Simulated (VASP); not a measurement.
LaH3: single point with r2SCAN

LaH3:

```xyz
4
Lattice="0.0000 2.7150 2.7150 2.7150 0.0000 2.7150 2.7150 2.7150 0.0000" Properties=species:S:1:pos:R:3 pbc="T T T"
La    0.0000    0.0000    0.0000
H     2.7150    2.7150    2.7150
H     4.0725    4.0725    4.0725
H     1.3575    1.3575    1.3575
```

```yaml
Program: VASP 6.6.1
Task: single point
Functional: r2SCAN
Potentials_or_basis: VASP PAW PBE potentials, release 64 (La, H)
Cutoff: 520 eV
k_mesh: 7 × 7 × 7
Occupations: methfessel-paxton, width 0.1 eV
Spin: no spin polarisation
Dipole_correction: no
Further_INCAR_settings: ALGO = Normal; EDIFF = 1e-06; NBANDS = 15
```

The pressure is 6.9 GPa.

Levels at points of the mesh, in eV from the Fermi level:
| k point | band 3 | band 4 | band 5 | band 6 | band 7 | band 8 | band 9 | band 10 | band 11 | band 12 |
| --- | --- | --- | --- | --- | --- | --- | --- | --- | --- | --- |
| (0.00, 0.00, 0.00) | -17.48 | -17.48 | -8.92 | -3.85 | 0.02 | 0.19 | 0.19 | 0.19 | 1.41 | 1.41 |

Wall time 40 s on 1 thread of AMD EPYC 9R45 (Zen 5), on a shared host, peak memory 0.15 GiB.

Caveat: the PAW data sets were made with another functional, which shifts forces and pressure a little; spin-orbit coupling is left out, which moves the levels of the heavy elements.
